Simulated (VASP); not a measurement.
# W (Im-3m) in VASP: a series of runs

Runs on W. Level: PBEsol. Tasks: single point, relaxation of cell and atoms.

All numbers are computed with VASP 6.6.1; they aren't measurements. Logs are shortened: lines on timing, memory, paths and dates and some standing lists are left out, and cuts for length are marked.

### 1 The cell of the first run

It takes space group Im-3m (No. 229, cubic). Conventional cell: a = 3.153 Å, b = 3.153 Å, c = 3.153 Å, α = 90.00°, β = 90.00°, γ = 90.00°. W (site symmetry m-3m) has 14 W at 2.73 to 3.15 Å within 3.6 Å.

### 2 Single point, PBEsol

Contents of INCAR:

```
PREC     = Accurate       # precision mode
ENCUT    = 520            # plane-wave cutoff, eV
EDIFF    = 1E-7           # SCF threshold, eV
ISMEAR   = 0              # smearing method
SIGMA    = 0.1            # smearing width, eV
LREAL    = False          # projectors in reciprocal space
LASPH    = True           # aspherical terms in the spheres
NELM     = 80             # most SCF steps
ALGO     = Normal         # electronic algorithm
ISIF     = 2              # what is computed and relaxed
LWAVE    = False          # write WAVECAR
LCHARG   = False          # write CHGCAR
GGA      = PS             # functional
NBANDS   = 13             # bands
```

Contents of KPOINTS:

```
Automatic mesh
0
Gamma
  16 16 16
```

Contents of POSCAR:

```
W
1.0
   -1.5765372780      1.5765372780      1.5765372780
    1.5765372780     -1.5765372780      1.5765372780
    1.5765372780      1.5765372780     -1.5765372780
W
1
Direct
    0.0000000000      0.0000000000      0.0000000000
```

Potentials or basis: VASP PAW PBE potentials, release 64 (W_sv).

Started as:

```
> cat potpaw_PBE.64/W_sv/POTCAR > POTCAR
> mpirun -np 1 vasp_std > vasp.out
```

OUTCAR:

```text
PREC = Accurate
   ENCUT = 520
   EDIFF = 1E-7
   ISMEAR = 0
   LREAL = False
   LASPH = True
   NELM = 80
   ISIF = 2
   GGA = PS

 ion  position               nearest neighbor table
   1  0.000  0.000  0.000-

  LATTYP: Found a body centered cubic cell.
 ALAT       =     3.1530745560

  Lattice vectors:

 A1 = (  -1.5765372780,   1.5765372780,   1.5765372780)
 A2 = (   1.5765372780,  -1.5765372780,   1.5765372780)
 A3 = (   1.5765372780,   1.5765372780,  -1.5765372780)

Analysis of symmetry for initial positions (statically):
=====================================================================
 Subroutine PRICEL returns:
 Original cell was already a primitive cell.

 Routine SETGRP: Setting up the symmetry group for a
 body centered cubic supercell.

 Subroutine GETGRP returns: Found 48 space group operations
 (whereof 48 operations were pure point group operations)
 out of a pool of 48 trial point group operations.

The static configuration has the point symmetry O_h .

Analysis of symmetry for dynamics (positions and initial velocities):
=====================================================================
 Subroutine PRICEL returns:
 Original cell was already a primitive cell.

 Routine SETGRP: Setting up the symmetry group for a
 body centered cubic supercell.

 Subroutine GETGRP returns: Found 48 space group operations
 (whereof 48 operations were pure point group operations)
 out of a pool of 48 trial point group operations.

The dynamic configuration has the point symmetry O_h .

 Subroutine INISYM returns: Found 48 space group operations
 (whereof 48 operations are pure point group operations),
 and found     1 'primitive' translations

----------------------------------------------------------------------------------------

                                     Primitive cell

  volume of cell :      15.6737

  direct lattice vectors                    reciprocal lattice vectors
    -1.576537278  1.576537278  1.576537278     0.000000000  0.317150763  0.317150763
     1.576537278 -1.576537278  1.576537278     0.317150763  0.000000000  0.317150763
     1.576537278  1.576537278 -1.576537278     0.317150763  0.317150763  0.000000000

  length of vectors
     2.730642666  2.730642666  2.730642666     0.448518910  0.448518910  0.448518910

[... 77 lines left out ...]
   NELM   =     80;   NELMIN=  2; NELMDL= -5     # of ELM steps
   EDIFF  = 0.1E-06   stopping-criterion for ELM
   LREAL  =      F    real-space projection
   EDIFFG = 0.1E-05   stopping-criterion for IOM
   NSW    =      0    number of steps for IOM
   IBRION =     -1    ionic relax: 0-MD 1-quasi-New 2-CG
   NFREE  =      0    steps in history (QN), initial steepest desc. (CG)
   ISIF   =      2    stress and relaxation
   ISYM   =      2    0-nonsym 1-usesym 2-fastsym
   POTIM  = 0.5000    time-step for ionic-motion
   TEBEG  =    0.0;   TEEND  =   0.0 temperature during run
   PSTRESS=    0.0 pullay stress
   NELECT =      14.0000    total number of electrons
   NUPDOWN=      -1.0000    fix difference up-down
   EMIN   =  10.00;   EMAX   =-10.00  energy-range for DOS
   EFERMI =   0.00;   METHOD = LEGACY
   ISMEAR =     0;   SIGMA  =   0.10  broadening in eV -4-tet -1-fermi 0-gaus
   EFERMI_NEDOS =   21; number of points for ismear=-14 and -15
   IALGO  =     38    algorithm
   IMIX   =      4    mixing-type and parameters
     AMIX     =   0.40;   BMIX     =  1.00
     AMIX_MAG =   1.60;   BMIX_MAG =  1.00
  volume/ion in A,a.u.               =      15.67       105.77
  Fermi-wavevector in a.u.,A,eV,Ry     =   1.576618  2.979377 33.820351  2.485726
  Thomas-Fermi vector in A             =   2.677424
   LORBIT       =      0    0 simple, 1 ext, 2 COOP (PROOUT), +10 PAW based schemes
   GGA     = PS    functional components
   LHFCALC =     F    Hartree Fock is set to
   AEXX    =    0.0000 exact exchange contribution
   IVDW    =     0    specifies the selected vdW correction
   LEPSILON=     F    determine dielectric tensor
   LRPA    =     F    only Hartree local field effects (RPA)
 non-spin polarized calculation
 Gauss-broadening in eV      SIGMA  =   0.10
  energy-cutoff  :      520.00
  volume of cell :       15.67
 maximum number of plane-waves:       434
   NGX = 11   NGY = 11   NGZ = 11

 number of electron      14.0000005 magnetization

 Free energy of the ion-electron system (eV)
  ---------------------------------------------------
  ext. energy  EPLUGINS =         0.00000000
  ---------------------------------------------------
  free energy    TOTEN  =       -13.80954639 eV

  energy without entropy =      -13.80658806  energy(sigma->0) =      -13.80806723

 E-fermi :  11.4791     XC(G=0): -13.8244

 val. band max:       11.4747351720   @ k =  -0.3125   0.3125   0.1875
 cond. band min:      11.4890607254   @ k =  -0.2500   0.2500   0.1250
 fundamental gap:      0.0143255534
 Fermi energy:        11.4791268148

 k-point     1 :       0.0000    0.0000    0.0000
  band No.  band energies     occupation
      1     -62.6881      2.00000
      2     -26.2292      2.00000
      3     -26.2292      2.00000
      4     -26.2292      2.00000
      5       1.7224      2.00000
      6      10.1866      2.00000
      7      10.1866      2.00000
      8      10.1866      2.00000
      9      13.7033      0.00000
     10      13.7033      0.00000
     11      26.0051      0.00000
     12      26.0051      0.00000
     13      26.0051      0.00000
[... 354 lines left out ...]
  band No.  band energies     occupation
      1     -62.5627      2.00000
      2     -27.2866      2.00000
      3     -26.6691      2.00000
      4     -26.3457      2.00000
      5       6.0378      2.00000
      6       8.2563      2.00000
      7       9.0987      2.00000
      8      13.0155      0.00000
      9      14.5815      0.00000
     10      16.8428      0.00000
     11      24.0357      0.00000
     12      26.8377      0.00000
     13      28.7500      0.00000

 [... further k-points ...]
[... 5 lines left out ...]
  --------------------------------------------------------------------------------------
  -------------------------------------------------------------------------------------
  Total        0.0644146      0.0644146      0.0644146      0.0000000     -0.0000000      0.0000000
  in kB        6.5844914      6.5844914      6.5844914      0.0000000     -0.0000000      0.0000000
  external PRESSURE =       6.5844914 kB  Pullay stress =       0.0000000 kB

 VOLUME and BASIS-vectors are now :
 -----------------------------------------------------------------------------
  energy-cutoff  :      520.00
  volume of cell :       15.67
      direct lattice vectors                 reciprocal lattice vectors
    -1.576537278  1.576537278  1.576537278     0.000000000  0.317150763  0.317150763
     1.576537278 -1.576537278  1.576537278     0.317150763  0.000000000  0.317150763
     1.576537278  1.576537278 -1.576537278     0.317150763  0.317150763  0.000000000

 POSITION                                       TOTAL-FORCE (eV/Angst)
 -----------------------------------------------------------------------------------
      0.00000      0.00000      0.00000         0.000000     -0.000000      0.000000
 -----------------------------------------------------------------------------------
    total drift:                                0.000000     -0.000000      0.000000

  FREE ENERGIE OF THE ION-ELECTRON SYSTEM (eV)
  ---------------------------------------------------
  free  energy   TOTEN  =       -13.8095463869 eV

  energy  without entropy=      -13.8065880650  energy(sigma->0) =      -13.80806723
```

It took 7.8 s on 1 thread of Intel Xeon 6975P-C (Granite Rapids), shared host; peak memory 0.14 GiB.

What came out:

| Item | Value |
| --- | --- |
| Free energy | -13.8095 eV |
| Pressure | 0.7 GPa |
| Band gap on the k mesh | zero (band 7 reaches 16.70 eV, above the bottom of band 8 at 10.19 eV) |

Levels at points of the mesh, in eV from the Fermi level:
| k point | band 3 | band 4 | band 5 | band 6 | band 7 | band 8 | band 9 | band 10 | band 11 | band 12 |
| --- | --- | --- | --- | --- | --- | --- | --- | --- | --- | --- |
| (0.00, 0.00, 0.00) | -37.71 | -37.71 | -9.76 | -1.29 | -1.29 | -1.29 | 2.22 | 2.22 | 14.53 | 14.53 |
| (0.50, 0.00, 0.00) | -38.14 | -37.72 | -6.40 | -3.67 | 0.69 | 2.13 | 3.12 | 6.23 | 11.22 | 11.49 |
| (0.50, 0.50, 0.50) | -38.65 | -38.65 | -5.98 | -5.98 | 5.22 | 5.22 | 5.22 | 8.30 | 8.30 | 8.30 |

Caveat: the PAW data sets were made with another functional, which shifts forces and pressure a little; spin-orbit coupling is left out, which moves the levels of the heavy elements.

### 3 Relaxation of cell and atoms, PBEsol

This run uses another cell than the first one, of 15.93 Å³/atom, 1.016 times its volume.

Contents of INCAR:

```
ALGO     = Normal         # electronic algorithm
EDIFF    = 1E-6           # SCF threshold, eV
EDIFFG   = -0.005         # ionic threshold
ENCUT    = 600            # plane-wave cutoff, eV
GGA      = PS             # functional
IBRION   = 2              # ionic algorithm
ISIF     = 3              # what is computed and relaxed
ISMEAR   = 0              # smearing method
LASPH    = T              # aspherical terms in the spheres
LCHARG   = F              # write CHGCAR
LREAL    = F              # projectors in reciprocal space
LWAVE    = F              # write WAVECAR
NELM     = 100            # most SCF steps
NSW      = 80             # ionic steps
PREC     = Accurate       # precision mode
SIGMA    = 0.1            # smearing width, eV
```

Contents of KPOINTS:

```
k-points
0
Gamma
  16 16 16
```

Contents of POSCAR:

```
W
1.0
   -1.5850000000      1.5850000000      1.5850000000
    1.5850000000     -1.5850000000      1.5850000000
    1.5850000000      1.5850000000     -1.5850000000
W
1
Direct
    0.0000000000      0.0000000000      0.0000000000
```

Potentials or basis: VASP PAW PBE potentials, release 64 (W_sv).

Started as:

```
> cat potpaw_PBE.64/W_sv/POTCAR > POTCAR
> mpirun -np 1 vasp_std > vasp.out
```

Wall time 17 s (1 thread of Intel Xeon 6975P-C (Granite Rapids), shared host); peak memory 0.17 GiB.

The run converged. Its results:

```
Free energy                            : -13.8098 eV
Relaxed volume                         : 15.71 Å³/atom
Relaxed cell                           : a = 2.733 Å, b = 2.733 Å, c = 2.733 Å, α = 109.47°, β = 109.47°, γ = 109.47°
Space group after relaxing (to 0.05 Å) : Im-3m (No. 229)
Energy gained by relaxing              : 3.0 meV/atom
Ionic steps                            : 3
Pressure after relaxing                : 0.0 GPa
Band gap on the k mesh                 : zero (band 7 reaches 16.65 eV, above the bottom of band 8 at 10.15 eV)
```

The path:
```tsv
step	energy change (eV)	largest force (eV/Å)	pressure (GPa)	volume (Å³)
1	0.0000	0.0000	-4.38	15.93
2	0.0385	0.0000	18.21	14.94
3	-0.0030	0.0000	-0.02	15.71
```

Final structure:
```yaml
crystal:
  lattice:
    - [-1.57786, 1.57786, 1.57786]
    - [1.57786, -1.57786, 1.57786]
    - [1.57786, 1.57786, -1.57786]
  atoms:
    - { symbol: W, position: [0.00000, 0.00000, 0.00000] }
```

Levels at points of the mesh, in eV from the Fermi level:
```
           k point  band 4  band 5  band 6  band 7  band 8  band 9  band 10  band 11
(0.00, 0.00, 0.00)  -37.72   -9.74   -1.29   -1.29   -1.29    2.22     2.22    14.52
(0.50, 0.00, 0.00)  -37.72   -6.39   -3.66    0.69    2.12    3.11     6.21    11.48
(0.50, 0.50, 0.50)  -38.65   -5.96   -5.96    5.20    5.20    5.20     8.28     8.28
```

Caveat: the PAW data sets were made with another functional, which shifts forces and pressure a little; spin-orbit coupling is left out, which moves the levels of the heavy elements.
